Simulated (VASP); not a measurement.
# Zn3S (I4/mmm) in VASP: relaxation of cell and atoms with PBE

Aim: the relaxation of cell and atoms of Zn3S with PBE.

All numbers are computed with VASP 6.6.1; they aren't measurements. Logs are shortened: lines on timing, memory, paths and dates and some standing lists are left out, and cuts for length are marked.

## (1) The cell of the first run

It takes space group I4/mmm (No. 139, tetragonal). Conventional cell: a = 3.846 Å, b = 3.846 Å, c = 8.591 Å, α = 90.00°, β = 90.00°, γ = 90.00°. Within 3.6 Å of Zn (site symmetry 4/mmm) lie 4 S at 2.72 Å and 8 Zn at 2.88 Å. Within 3.6 Å of Zn (site symmetry -4m2) lie 8 Zn at 2.72 to 2.88 Å and 4 S at 2.88 Å. S (site symmetry 4/mmm) has 12 Zn at 2.72 to 2.88 Å within 3.6 Å.

## (2) Relaxation of cell and atoms, PBE

INCAR

```
SYSTEM = Zn3S
PREC = Accurate ; ENCUT = 600
EDIFF = 1E-6 ; ISMEAR = 0
SIGMA = 0.1 ; LREAL = .False.
LASPH = .True. ; NELM = 80
ALGO = Normal ; ISIF = 3
LWAVE = .False. ; LCHARG = .False.
GGA = PE ; IBRION = 2
NSW = 100 ; EDIFFG = -0.01
```

KPOINTS

```
Automatic mesh
0
Gamma
  16 16 16
  0 0 0
```

POSCAR

```
Zn3S
1.0
   -1.9229501637      1.9229501637      4.2954211449
    1.9229501637     -1.9229501637      4.2954211449
    1.9229501637      1.9229501637     -4.2954211449
Zn S
3 1
Direct
    0.5000000000      0.5000000000      0.0000000000
    0.2500000000      0.7500000000      0.5000000000
    0.7500000000      0.2500000000      0.5000000000
    0.0000000000      0.0000000000      0.0000000000
```

Potentials or basis: VASP PAW PBE potentials, release 64 (Zn, S).

Launch:

```
cat potpaw_PBE.64/Zn/POTCAR potpaw_PBE.64/S/POTCAR > POTCAR
mpirun -np 1 vasp_std > vasp.out
```

OUTCAR:

```text
SYSTEM = Zn3S
   PREC = Accurate
   ENCUT = 600
   EDIFF = 1E-6
   ISMEAR = 0
   LREAL = .False.
   LASPH = .True.
   NELM = 80
   ISIF = 3
   GGA = PE
   IBRION = 2
   NSW = 100
   EDIFFG = -0.01

 ion  position               nearest neighbor table
   1  0.500  0.500  0.000-   4 2.72   4 2.72   4 2.72   4 2.72   3 2.88   2 2.88   3 2.88   3 2.88
                             2 2.88   2 2.88   3 2.88   2 2.88
   2  0.250  0.750  0.500-   3 2.72   3 2.72   3 2.72   3 2.72   4 2.88   1 2.88   4 2.88   1 2.88
                             4 2.88   4 2.88   1 2.88   1 2.88
   3  0.750  0.250  0.500-   2 2.72   2 2.72   2 2.72   2 2.72   4 2.88   1 2.88   4 2.88   4 2.88
                             1 2.88   1 2.88   4 2.88   1 2.88
   4  0.000  0.000  0.000-   1 2.72   1 2.72   1 2.72   1 2.72   3 2.88   2 2.88   3 2.88   2 2.88
                             3 2.88   3 2.88   2 2.88   2 2.88

  LATTYP: Found a body centered tetragonal cell.
 ALAT       =     3.8459003274
 C/A-ratio  =     2.2337662338

  Lattice vectors:

 A1 = (  -1.9229501637,   1.9229501637,   4.2954211449)
 A2 = (   1.9229501637,  -1.9229501637,   4.2954211449)
 A3 = (   1.9229501637,   1.9229501637,  -4.2954211449)

Analysis of symmetry for initial positions (statically):
=====================================================================
 Subroutine PRICEL returns:
 Original cell was already a primitive cell.

 Routine SETGRP: Setting up the symmetry group for a
 body centered tetragonal supercell.

 Subroutine GETGRP returns: Found 16 space group operations
 (whereof 16 operations were pure point group operations)
 out of a pool of 16 trial point group operations.

The static configuration has the point symmetry D_4h.

Analysis of symmetry for dynamics (positions and initial velocities):
=====================================================================
 Subroutine PRICEL returns:
 Original cell was already a primitive cell.

 Routine SETGRP: Setting up the symmetry group for a
 body centered tetragonal supercell.

 Subroutine GETGRP returns: Found 16 space group operations
 (whereof 16 operations were pure point group operations)
 out of a pool of 16 trial point group operations.

The dynamic configuration has the point symmetry D_4h.

 Subroutine INISYM returns: Found 16 space group operations
 (whereof 16 operations are pure point group operations),
 and found     1 'primitive' translations

----------------------------------------------------------------------------------------

                                     Primitive cell

  volume of cell :      63.5334

  direct lattice vectors                    reciprocal lattice vectors
    -1.922950164  1.922950164  4.295421145     0.000000000  0.260017139  0.116403022
     1.922950164 -1.922950164  4.295421145     0.260017139  0.000000000  0.116403022
     1.922950164  1.922950164 -4.295421145     0.260017139  0.260017139  0.000000000

  length of vectors
     5.083907697  5.083907697  5.083907697     0.284883443  0.284883443  0.367719764

  position of ions in fractional coordinates (direct lattice)
     0.500000000  0.500000000  0.000000000
     0.250000000  0.750000000  0.500000000
     0.750000000  0.250000000  0.500000000
     0.000000000  0.000000000  0.000000000

  ion indices of the primitive-cell ions
   primitive index   ion index
                 1           1
                 2           2
                 3           3
                 4           4

----------------------------------------------------------------------------------------

 KPOINTS: Automatic mesh

Automatic generation of k-mesh.
 Grid dimensions read from file:
 generate k-points for:   16   16   16

 Generating k-lattice:

  Cartesian coordinates                     Fractional coordinates (reciprocal lattice)
     0.000000000  0.016251071  0.007275189     0.062500000  0.000000000  0.000000000
     0.016251071  0.000000000  0.007275189     0.000000000  0.062500000  0.000000000
     0.016251071  0.016251071  0.000000000     0.000000000  0.000000000  0.062500000

  Length of vectors
     0.017805215  0.017805215  0.022982485

  Shift w.r.t. Gamma in fractional coordinates (k-lattice)
     0.000000000  0.000000000  0.000000000

 Subroutine IBZKPT returns following result:
 ===========================================

 Found    349 irreducible k-points:

 Following reciprocal coordinates:
            Coordinates               Weight
  0.000000  0.000000  0.000000      1.000000
  0.062500  0.000000 -0.000000      8.000000
  0.125000  0.000000 -0.000000      8.000000
  0.187500  0.000000 -0.000000      8.000000
  0.250000  0.000000 -0.000000      8.000000
  0.312500  0.000000 -0.000000      8.000000
[... 16 lines left out ...]
 -0.125000  0.062500  0.000000     16.000000
 -0.062500  0.062500  0.000000      4.000000
 [... further k-points ...]
   k-points           NKPTS =    349   k-points in BZ     NKDIM =    349   number of bands    NBANDS=     25
   number of dos      NEDOS =    301   number of ions     NIONS =      4
   total plane-waves  NPLWV =  74088
   dimension x,y,z NGX =    42 NGY =   42 NGZ =   42
   dimension x,y,z NGXF=    84 NGYF=   84 NGZF=   84
   ions per type =               3   1
   NGX,Y,Z   is equivalent  to a cutoff of  13.73, 13.73, 13.73 a.u.
   NGXF,Y,Z  is equivalent  to a cutoff of  27.47, 27.47, 27.47 a.u.
 SYSTEM =  Zn3S
   PREC   = accura    normal or accurate (medium, high low for compatibility)
   ISTART =      0    job   : 0-new  1-cont  2-samecut
   ICHARG =      2    charge: 1-file 2-atom 10-const
   ISPIN  =      1    spin polarized calculation?
   LNONCOLLINEAR =      F non collinear calculations
   LSORBIT =      F    spin-orbit coupling
   LASPH  =      T    aspherical Exc in radial PAW
   ENCUT  =  600.0 eV  44.10 Ry    6.64 a.u.  10.15 10.15 10.15*2*pi/ulx,y,z
   NELM   =     80;   NELMIN=  2; NELMDL= -5     # of ELM steps
   EDIFF  = 0.1E-05   stopping-criterion for ELM
   LREAL  =      F    real-space projection
   EDIFFG = -.1E-01   stopping-criterion for IOM
   NSW    =    100    number of steps for IOM
   IBRION =      2    ionic relax: 0-MD 1-quasi-New 2-CG
   NFREE  =      1    steps in history (QN), initial steepest desc. (CG)
   ISIF   =      3    stress and relaxation
   ISYM   =      2    0-nonsym 1-usesym 2-fastsym
   POTIM  = 0.5000    time-step for ionic-motion
   TEBEG  =    0.0;   TEEND  =   0.0 temperature during run
   PSTRESS=    0.0 pullay stress
   NELECT =      42.0000    total number of electrons
   NUPDOWN=      -1.0000    fix difference up-down
   EMIN   =  10.00;   EMAX   =-10.00  energy-range for DOS
   EFERMI =   0.00;   METHOD = LEGACY
   ISMEAR =     0;   SIGMA  =   0.10  broadening in eV -4-tet -1-fermi 0-gaus
   EFERMI_NEDOS =   21; number of points for ismear=-14 and -15
   IALGO  =     38    algorithm
   IMIX   =      4    mixing-type and parameters
     AMIX     =   0.40;   BMIX     =  1.00
     AMIX_MAG =   1.60;   BMIX_MAG =  1.00
  volume/ion in A,a.u.               =      15.88       107.19
  Fermi-wavevector in a.u.,A,eV,Ry     =   1.426124  2.694984 27.671938  2.033830
  Thomas-Fermi vector in A             =   2.546435
   LORBIT       =      0    0 simple, 1 ext, 2 COOP (PROOUT), +10 PAW based schemes
   GGA     = PE    functional components
   LHFCALC =     F    Hartree Fock is set to
   AEXX    =    0.0000 exact exchange contribution
   IVDW    =     0    specifies the selected vdW correction
   LEPSILON=     F    determine dielectric tensor
   LRPA    =     F    only Hartree local field effects (RPA)
 conjugate gradient relaxation of ions
 non-spin polarized calculation
 Gauss-broadening in eV      SIGMA  =   0.10
  energy-cutoff  :      600.00
  volume of cell :       63.53
 maximum number of plane-waves:      2142
 NGX is ok and might be reduce to    42
   NGX = 21   NGY = 21   NGZ = 21

--------------------------------------- Ionic step        1  -------------------------------------------

 number of electron      41.9999982 magnetization

 Free energy of the ion-electron system (eV)
  ---------------------------------------------------
  ext. energy  EPLUGINS =         0.00000000
  ---------------------------------------------------
  free energy    TOTEN  =        -6.74739518 eV

  energy without entropy =       -6.73578494  energy(sigma->0) =       -6.74159006

------------------------ aborting loop because EDIFF is reached ----------------------------------------

  FORCE on cell =-STRESS in cart. coord.  units (eV):
  Direction    XX          YY          ZZ          XY          YZ          ZX
  --------------------------------------------------------------------------------------
  -------------------------------------------------------------------------------------
  Total        0.3612805      0.3612805      1.8646224      0.0000000      0.0000000      0.0000000
  in kB        9.1107336      9.1107336     47.0218470      0.0000000      0.0000000      0.0000000
  external PRESSURE =      21.7477714 kB  Pullay stress =       0.0000000 kB
[... 95 lines left out ...]
  FREE ENERGIE OF THE ION-ELECTRON SYSTEM (eV)
  ---------------------------------------------------
  free  energy   TOTEN  =        -6.7923159537 eV

  energy  without entropy=       -6.7809075616  energy(sigma->0) =       -6.78661176

[... ionic steps 4 to 12 ...]

--------------------------------------- Ionic step       13  -------------------------------------------

 number of electron      41.9999960 magnetization

------------------------ aborting loop because EDIFF is reached ----------------------------------------

  FORCE on cell =-STRESS in cart. coord.  units (eV):
  Direction    XX          YY          ZZ          XY          YZ          ZX
  --------------------------------------------------------------------------------------
  -------------------------------------------------------------------------------------
  Total        0.1652542      0.1652542     -0.0320619      0.0000000      0.0000000      0.0000000
  in kB        3.6640584      3.6640584     -0.7108845      0.0000000      0.0000000      0.0000000
  external PRESSURE =       2.2057441 kB  Pullay stress =       0.0000000 kB
[... 61 lines left out ...]
  energy  without entropy=       -7.3565177807  energy(sigma->0) =       -7.35878981

--------------------------------------- Ionic step       15  -------------------------------------------

 number of electron      41.9999969 magnetization

 Free energy of the ion-electron system (eV)
  ---------------------------------------------------
  ext. energy  EPLUGINS =         0.00000000
  ---------------------------------------------------
  free energy    TOTEN  =        -7.36114128 eV

  energy without entropy =       -7.35664336  energy(sigma->0) =       -7.35889232

 E-fermi :   2.9940     XC(G=0): -10.4875

 val. band max:        2.9901628238   @ k =   0.4375   0.3750   0.0625
 cond. band min:       2.9981453972   @ k =  -0.0625  -0.0625   0.0625
 fundamental gap:      0.0079825735
 Fermi energy:         2.9940329211

 k-point     1 :       0.0000    0.0000    0.0000
  band No.  band energies     occupation
      1     -10.8490      2.00000
      2      -5.4217      2.00000
      3      -5.0991      2.00000
      4      -5.0219      2.00000
      5      -4.4425      2.00000
      6      -4.4425      2.00000
[... 661 lines left out ...]
     24       6.3273      0.00000
     25       8.3485      0.00000

 [... further k-points ...]

------------------------ aborting loop because EDIFF is reached ----------------------------------------

  FORCE on cell =-STRESS in cart. coord.  units (eV):
  Direction    XX          YY          ZZ          XY          YZ          ZX
  --------------------------------------------------------------------------------------
  -------------------------------------------------------------------------------------
  Total        0.0068328      0.0068328     -0.0145494      0.0000000     -0.0000000      0.0000000
  in kB        0.1513849      0.1513849     -0.3223496      0.0000000     -0.0000000      0.0000000
  external PRESSURE =      -0.0065266 kB  Pullay stress =       0.0000000 kB
[... 19 lines left out ...]
  FREE ENERGIE OF THE ION-ELECTRON SYSTEM (eV)
  ---------------------------------------------------
  free  energy   TOTEN  =        -7.3611412797 eV

  energy  without entropy=       -7.3566433630  energy(sigma->0) =       -7.35889232

 reached required accuracy - stopping structural energy minimisation
```

Wall time 87 min (1 thread of AMD EPYC 9R45 (Zen 5), shared host); peak memory 0.68 GiB.

What came out:

* Free energy: -7.3611 eV
* Relaxed volume: 18.08 Å³/atom
* Relaxed cell: a = 6.271 Å, b = 6.271 Å, c = 6.271 Å, α = 147.14°, β = 147.14°, γ = 47.15°
* Space group after relaxing (to 0.1 Å): I4/mmm (No. 139)
* Energy gained by relaxing: 153.4 meV/atom
* Ionic steps: 15
* Pressure after relaxing: 0.0 GPa
* Band gap on the k mesh: zero (bands 21 and 22 overlap by 2.15 eV)

Step by step:
```
step  energy change (eV)  largest force (eV/Å)  pressure (GPa)  volume (Å³)
   1              0.0000                0.0000            2.17        63.53
   2             -0.0324                0.0000            0.16        65.53
   3             -0.0449                0.0000           -1.75        67.81
   4             -0.0724                0.0000           -2.03        68.12
   5             -0.1782                0.0000           -2.18        68.94
   6             -0.4447                0.0000           -1.81        70.14
   7             -0.5256                0.0000            4.07        70.89
   8             -0.6090                0.0000            0.50        70.82
   9             -0.6102                0.0000            0.91        70.85
  10             -0.6122                0.0000           -0.10        73.13
  11             -0.6134                0.0000            0.26        72.22
  12             -0.6134                0.0000            0.21        72.29
  13             -0.6134                0.0000            0.22        72.26
  14             -0.6137                0.0000           -0.10        72.34
  15             -0.6137                0.0000            0.00        72.32
```

Final structure:
```
Zn S
1.0
    -1.77352    1.77352    5.74774
     1.77352   -1.77352    5.74774
     1.77352    1.77352   -5.74774
Zn S
3 1
Direct
  0.50000 0.50000 0.00000
  0.25000 0.75000 0.50000
  0.75000 0.25000 0.50000
  0.00000 0.00000 0.00000
```

Caveat: a cell axis changed by over 15 % at a fixed basis, so the end point is rough.
